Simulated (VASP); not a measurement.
# CoSi (Pm-3m) in VASP: a series of runs, part 2 of 2

VASP 6.6.1. The steps go on from the part before.

## 3. Single point, PBE, collinear spin, ferromagnetic start

INCAR

```
SYSTEM = CoSi
  PREC = Accurate
  ENCUT = 520
  EDIFF = 1E-6
  ISMEAR = -1
  SIGMA = 0.03
  LREAL = .False.
  LASPH = .True.
  NELM = 150
  ALGO = Normal
  ISIF = 2
  LWAVE = .False.
  LCHARG = .False.
  ISPIN = 2
  MAGMOM = 0.31 0
  LORBIT = 11
  NUPDOWN = 0.31
  LMAXMIX = 4
  GGA = PE
  NBANDS = 18
```

KPOINTS

```
regular mesh
0
Gamma
  14 14 14
  0 0 0
```

POSCAR

```
CoSi
1.0
    2.7813340000      0.0000000000      0.0000000000
    0.0000000000      2.7813340000      0.0000000000
    0.0000000000      0.0000000000      2.7813340000
Co Si
1 1
Direct
    0.0000000000      0.0000000000      0.0000000000
    0.5000000000      0.5000000000      0.5000000000
```

Potentials or basis: VASP PAW PBE potentials, release 64 (Co, Si).

On the command line:

```console
$ cat potpaw_PBE.64/Co/POTCAR potpaw_PBE.64/Si/POTCAR > POTCAR
$ mpirun -np 1 vasp_std > vasp.out
```

OUTCAR:

```text
SYSTEM = CoSi
   PREC = Accurate
   ENCUT = 520
   EDIFF = 1E-6
   ISMEAR = -1
   LREAL = .False.
   LASPH = .True.
   NELM = 150
   ISIF = 2
   ISPIN = 2
   LORBIT = 11
   NUPDOWN = 0.31
   GGA = PE

 ion  position               nearest neighbor table
   1  0.000  0.000  0.000-   2 2.41   2 2.41   2 2.41   2 2.41   2 2.41   2 2.41   2 2.41   2 2.41

   2  0.500  0.500  0.500-   1 2.41   1 2.41   1 2.41   1 2.41   1 2.41   1 2.41   1 2.41   1 2.41

  LATTYP: Found a simple cubic cell.
 ALAT       =     2.7813340000

  Lattice vectors:

 A1 = (   2.7813340000,   0.0000000000,   0.0000000000)
 A2 = (   0.0000000000,   2.7813340000,   0.0000000000)
 A3 = (   0.0000000000,   0.0000000000,   2.7813340000)

Analysis of symmetry for initial positions (statically):
=====================================================================
 Subroutine PRICEL returns:
 Original cell was already a primitive cell.

 Routine SETGRP: Setting up the symmetry group for a
 simple cubic supercell.

 Subroutine GETGRP returns: Found 48 space group operations
 (whereof 48 operations were pure point group operations)
[... 1197 lines left out ...]
     18      38.3758      0.00000

 [... further k-points ...]

------------------------ aborting loop because EDIFF is reached ----------------------------------------

  FORCE on cell =-STRESS in cart. coord.  units (eV):
  Direction    XX          YY          ZZ          XY          YZ          ZX
  --------------------------------------------------------------------------------------
  -------------------------------------------------------------------------------------
  Total       -0.0111990     -0.0111990     -0.0111990      0.0000000     -0.0000000      0.0000000
  in kB       -0.8339349     -0.8339349     -0.8339349      0.0000000     -0.0000000      0.0000000
  external PRESSURE =      -0.8339349 kB  Pullay stress =       0.0000000 kB

 VOLUME and BASIS-vectors are now :
 -----------------------------------------------------------------------------
  energy-cutoff  :      520.00
  volume of cell :       21.52
      direct lattice vectors                 reciprocal lattice vectors
     2.781334000  0.000000000  0.000000000     0.359539703  0.000000000  0.000000000
     0.000000000  2.781334000  0.000000000     0.000000000  0.359539703  0.000000000
     0.000000000  0.000000000  2.781334000     0.000000000  0.000000000  0.359539703

 POSITION                                       TOTAL-FORCE (eV/Angst)
 -----------------------------------------------------------------------------------
      0.00000      0.00000      0.00000         0.000000      0.000000      0.000000
      1.39067      1.39067      1.39067         0.000000      0.000000      0.000000
 -----------------------------------------------------------------------------------
    total drift:                                0.000000      0.000000      0.000000

  FREE ENERGIE OF THE ION-ELECTRON SYSTEM (eV)
  ---------------------------------------------------
  free  energy   TOTEN  =       -13.2737894019 eV

  energy  without entropy=      -13.2658038989  energy(sigma->0) =      -13.26979665

 total charge

# of ion       s       p       d       tot
------------------------------------------
    1        0.439   0.582   7.593   8.614
    2        0.711   0.862   0.000   1.573
--------------------------------------------------
tot          1.149   1.444   7.593  10.186

 magnetization (x)

# of ion       s       p       d       tot
------------------------------------------
    1        0.004  -0.002   0.316   0.319
    2       -0.000   0.004   0.000   0.004
--------------------------------------------------
tot          0.004   0.002   0.316   0.323
```

OSZICAR:

```text
N       E                     dE             d eps       ncg     rms          rms(c)
DAV:   1     0.451816340206E+02    0.45182E+02   -0.50591E+03  8928   0.747E+02
DAV:   2    -0.121392595404E+02   -0.57321E+02   -0.50485E+02  9608   0.165E+02
DAV:   3    -0.146939854583E+02   -0.25547E+01   -0.24853E+01 10290   0.362E+01
DAV:   4    -0.147252680070E+02   -0.31283E-01   -0.31239E-01 10248   0.356E+00
DAV:   5    -0.147259759292E+02   -0.70792E-03   -0.70784E-03 10512   0.546E-01    0.143E+01
DAV:   6    -0.174420173867E+02   -0.27160E+01   -0.38110E+01  9560   0.715E+01    0.164E+01
DAV:   7    -0.133022526260E+02    0.41398E+01   -0.18586E+01  9838   0.485E+01    0.262E+00
DAV:   8    -0.132877804583E+02    0.14472E-01   -0.17170E-01 10478   0.276E+00    0.151E+00
DAV:   9    -0.132744049581E+02    0.13376E-01   -0.25012E-02 11896   0.174E+00    0.551E-01
DAV:  10    -0.132738776513E+02    0.52731E-03   -0.95061E-04 12882   0.267E-01    0.213E-01
DAV:  11    -0.132737993286E+02    0.78323E-04   -0.13593E-04 10426   0.126E-01    0.674E-02
DAV:  12    -0.132737892117E+02    0.10117E-04   -0.71115E-05 11306   0.843E-02    0.195E-02
DAV:  13    -0.132737910200E+02   -0.18083E-05   -0.37954E-06  8756   0.161E-02    0.927E-03
DAV:  14    -0.132737897771E+02    0.12430E-05   -0.11853E-06  4992   0.101E-02    0.321E-03
DAV:  15    -0.132737894019E+02    0.37510E-06   -0.24307E-07  4740   0.352E-03
   1 F= -.13273789E+02 E0= -.13269797E+02  d E =-.798550E-02  mag=     0.3100
```

stdout:

```text
POSCAR found type information on POSCAR CoSi
 POSCAR found :  2 types and       2 ions
 scaLAPACK will be used
 LDA part: xc-table for (Slater+PW92), standard interpolation
 POSCAR, INCAR and KPOINTS ok, starting setup
 FFT: planning ... GRIDC
 FFT: planning ... GRID_SOFT
 FFT: planning ... GRID
 WAVECAR not read
 entering main loop
```

Wall time 41 s (1 thread of Intel Xeon Platinum 8559C (Emerald Rapids), shared host); peak memory 0.2 GiB.

What came out:

```
Free energy                                           : -13.2738 eV
Pressure                                              : -0.1 GPa
Net moment                                            : 0.31 μB per cell
Site moments                                          : Co +0.32; Si +0.00 μB
Valence electrons inside the program's atomic spheres : Co 8.61; Si 1.57
```

Caveat: the total moment is fixed, so each spin has its own Fermi level.

## 4. Single point, PBE, collinear spin, ferromagnetic start

INCAR

```
SYSTEM = CoSi
PREC     = Accurate       ! precision mode
ENCUT    = 520            ! plane-wave cutoff, eV
EDIFF    = 1E-7           ! SCF threshold, eV
ISMEAR   = -1             ! smearing method
SIGMA    = 0.03           ! smearing width, eV
LREAL    = .FALSE.        ! projectors in reciprocal space
LASPH    = .TRUE.         ! aspherical terms in the spheres
NELM     = 150            ! most SCF steps
ALGO     = Normal         ! electronic algorithm
ISIF     = 2              ! what is computed and relaxed
LWAVE    = .FALSE.        ! write WAVECAR
LCHARG   = .FALSE.        ! write CHGCAR
ISPIN    = 2              ! spin polarisation
MAGMOM   = 0.43 0         ! initial moments
LORBIT   = 11             ! projections on sites
NUPDOWN  = 0.43           ! fixed moment
LMAXMIX  = 4              ! l up to which the mixer works
GGA      = PE             ! functional
NBANDS   = 18             ! bands
```

KPOINTS

```
Automatic mesh
0
G
  14 14 14
  0 0 0
```

POSCAR is that of step 3.

On the command line:

```console
$ cat potpaw_PBE.64/Co/POTCAR potpaw_PBE.64/Si/POTCAR > POTCAR
$ mpirun -np 1 vasp_std > vasp.out
```

It took 39 s on 1 thread of Intel Xeon Platinum 8559C (Emerald Rapids), shared host; peak memory 0.2 GiB.

It converged, with:

| Quantity | Value |
| --- | --- |
| Free energy | -13.2793 eV |
| Pressure | 0.1 GPa |
| Net moment | 0.43 μB per cell |
| Site moments | Co +0.44; Si +0.01 μB |
| Valence electrons inside the program's atomic spheres | Co 8.61; Si 1.57 |

Caveat: the total moment is fixed, so each spin has its own Fermi level.

## 5. Single point, PBE, collinear spin, ferromagnetic start

INCAR

```
SYSTEM = CoSi
ALGO = Normal
EDIFF = 1E-6
ENCUT = 520
GGA = PE
ISIF = 2
ISMEAR = -1
ISPIN = 2
LASPH = .True.
LCHARG = .False.
LMAXMIX = 4
LORBIT = 11
LREAL = .False.
LWAVE = .False.
MAGMOM = 0.53 0
NBANDS = 18
NELM = 150
NUPDOWN = 0.53
PREC = Accurate
SIGMA = 0.03
```

KPOINTS

```
k-points
0
Gamma
  14 14 14
  0 0 0
```

POSCAR is that of step 4.

On the command line:

```console
$ cat potpaw_PBE.64/Co/POTCAR potpaw_PBE.64/Si/POTCAR > POTCAR
$ mpirun -np 1 vasp_std > vasp.out
```

Run time: 37 s. Hardware: 1 thread of Intel Xeon Platinum 8559C (Emerald Rapids), shared host; peak memory 0.2 GiB.

It converged, with:

| Property | Result |
| --- | --- |
| Free energy | -13.2828 eV |
| Pressure | 0.4 GPa |
| Net moment | 0.53 μB per cell |
| Site moments | Co +0.53; Si +0.01 μB |
| Valence electrons inside the program's atomic spheres | Co 8.61; Si 1.57 |

Caveat: the total moment is fixed, so each spin has its own Fermi level.

## 6. The runs side by side

```csv
fixed moment (μB),pressure (GPa),moment (μB)
0.15,-0.1,0.15
0.31,-0.1,0.31
0.43,0.1,0.43
0.53,0.4,0.53
```

Alike in all rows: task single point; level PBE; potentials or basis VASP PAW PBE potentials, release 64 (Co, Si); spin collinear, ferromagnetic start; cell as given; k mesh 14 × 14 × 14; cutoff (eV) 520; smearing fermi-dirac 0.03 eV.

Caveats: the total moment is fixed, so each spin has its own Fermi level.

Total energies depend on the potentials used, so only differences within one code and one set of settings carry meaning.
